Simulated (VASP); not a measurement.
Input of a VASP 6.6.1 run:

The input POSCAR:

```
ZnS
1.0
    0.0000000000      2.6516219451      2.6516219451
    2.6516219451      0.0000000000      2.6516219451
    2.6516219451      2.6516219451      0.0000000000
Zn S
1 1
Direct
    0.0000000000      0.0000000000      0.0000000000
    0.2500000000      0.2500000000      0.2500000000
```

INCAR.step1

```
PREC = Accurate ; ENCUT = 400
EDIFF = 1E-5 ; ISMEAR = 0
SIGMA = 0.01 ; LREAL = False
LASPH = True ; NELM = 200
ALGO = Normal ; ISIF = 2
LWAVE = True ; LCHARG = False
MAGMOM = 0 0 0 0 0 0 ; LORBIT = 11
LSORBIT = True ; GGA_COMPAT = False
LORBMOM = True ; NBANDS = 30
GGA = PE
```

The input INCAR.step2:

```
PREC = Accurate ; ENCUT = 400
EDIFF = 1E-6 ; ISMEAR = 0
SIGMA = 0.01 ; LREAL = False
LASPH = True ; NELM = 200
ALGO = Normal ; ISIF = 2
LWAVE = False ; LCHARG = False
MAGMOM = 0 0 0 0 0 0 ; LORBIT = 11
LSORBIT = True ; GGA_COMPAT = False
LORBMOM = True ; GGA = PE
LHFCALC = True ; HFSCREEN = 0.2079
PRECFOCK = Normal ; NBANDS = 30
ISTART = 1
```

Contents of KPOINTS:

```
Automatic mesh
0
Gamma
  4 4 4
```

Potentials or basis: VASP PAW PBE potentials, release 64 (Zn, S).

Run with:

```sh
$ cat potpaw_PBE.64/Zn/POTCAR potpaw_PBE.64/S/POTCAR > POTCAR
$ cp INCAR.step1 INCAR
$ mpirun -np 1 vasp_ncl > vasp.out
$ cp INCAR.step2 INCAR
$ mpirun -np 1 vasp_ncl > vasp.out
```

Question: Estimate the pressure.

Answer: 6.0 GPa.

Question: What does it give for the net moment?

Answer: 0.00 μB per cell.

Moments on the atoms (μB; x, y, z):
```
Zn  0.00 0.00 0.00
S   0.00 0.00 0.00
```

Caveat: the k points lie up to 0.51 Å⁻¹ apart; the PAW data sets were made with another functional, which shifts forces and pressure a little.
